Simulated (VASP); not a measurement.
Write the native input for VASP 6.6.1 that does the following.

```
Task                   : single point
Functional             : PBE
Dispersion             : D3(BJ)
Potentials or basis    : VASP PAW PBE potentials, release 64 (C)
Cutoff                 : 520 eV
k mesh                 : 15 × 15 × 15
Occupations            : gaussian, width 0.05 eV
Spin                   : no spin polarisation
Dipole correction      : no
Further INCAR settings : ALGO = Normal; EDIFF = 1e-07; NBANDS = 11
```

The structure of C lies in POSCAR:

```
C
1.0
    1.2016689031      0.6937838646      3.2769132065
   -1.2016689031      0.6937838646      3.2769132065
    0.0000000000     -1.3875677293      3.2769132064
C
2
Direct
    0.1665956179      0.1665956179      0.1665956179
    0.8334043821      0.8334043821      0.8334043821
```

The input as run:

INCAR

```
PREC = Accurate
ENCUT = 520
EDIFF = 1E-7
ISMEAR = 0
SIGMA = 0.05
LREAL = F
LASPH = T
NELM = 60
ALGO = Normal
ISIF = 2
LWAVE = F
LCHARG = F
GGA = PE
IVDW = 12
NBANDS = 11
```

KPOINTS

```
Automatic mesh
0
Gamma
  15 15 15
```

Potentials or basis: VASP PAW PBE potentials, release 64 (C).

Run with:

```console
$ cat potpaw_PBE.64/C/POTCAR > POTCAR
$ mpirun -np 1 vasp_std > vasp.out
```

It gave:

```yaml
Pressure: 26.5 GPa
Dispersion_energy_per_atom: -0.159 eV
```

Caveat: the stress differs along the axes, from 1 to 39 GPa.

It took 2.4 min on 1 thread of Intel Xeon 8259CL (shared host), peak memory 0.2 GiB.
